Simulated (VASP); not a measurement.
# SnW3: single point with PBEsol

Crystal: SnW3.

```
W Sn
1.0
     4.07818    0.00000    0.00000
     0.00000    4.07818    0.00000
     0.00000    0.00000    4.07818
W Sn
3 1
Direct
  0.00000 0.50000 0.50000
  0.50000 0.50000 0.00000
  0.50000 0.00000 0.50000
  0.00000 0.00000 0.00000
```

```
Program                : VASP 6.6.1
Task                   : single point
Functional             : PBEsol
Potentials or basis    : VASP PAW PBE potentials, release 64 (W_sv, Sn_d)
Cutoff                 : 520 eV
k mesh                 : 8 × 8 × 8
Occupations            : gaussian, width 0.05 eV
Spin                   : no spin polarisation
Dipole correction      : no
Further INCAR settings : ALGO = Normal; EDIFF = 1e-07; NBANDS = 36
```

- Pressure: -4.5 GPa
- Band gap on the k mesh: zero (bands 28 and 29 overlap by 1.38 eV)

Levels at points of the mesh, in eV from the Fermi level:
```tsv
k point	band 24	band 25	band 26	band 27	band 28	band 29	band 30	band 31	band 32	band 33
(0.00, 0.00, 0.00)	-4.10	-1.29	-1.29	-1.29	0.27	0.27	0.27	2.52	2.52	3.91
(0.50, 0.00, 0.00)	-2.58	-1.49	-1.49	-1.38	-0.91	-0.19	0.26	0.32	0.32	2.25
(0.50, 0.50, 0.00)	-2.96	-2.81	-1.34	-1.34	-0.61	-0.08	-0.07	-0.07	0.84	1.19
(0.50, 0.50, 0.50)	-3.45	-1.62	-1.62	-1.62	-0.11	0.05	0.05	0.05	1.09	1.09
```

Run time: 120 s on 1 thread of Intel(R) Xeon(R) Platinum 8175M CPU @ 2.50GHz (Skylake/Cascade Lake) (shared host), peak memory 0.21 GiB.

Caveat: the cell stands under tension; the PAW data sets were made with another functional, which shifts forces and pressure a little; spin-orbit coupling is left out, which moves the levels of the heavy elements.
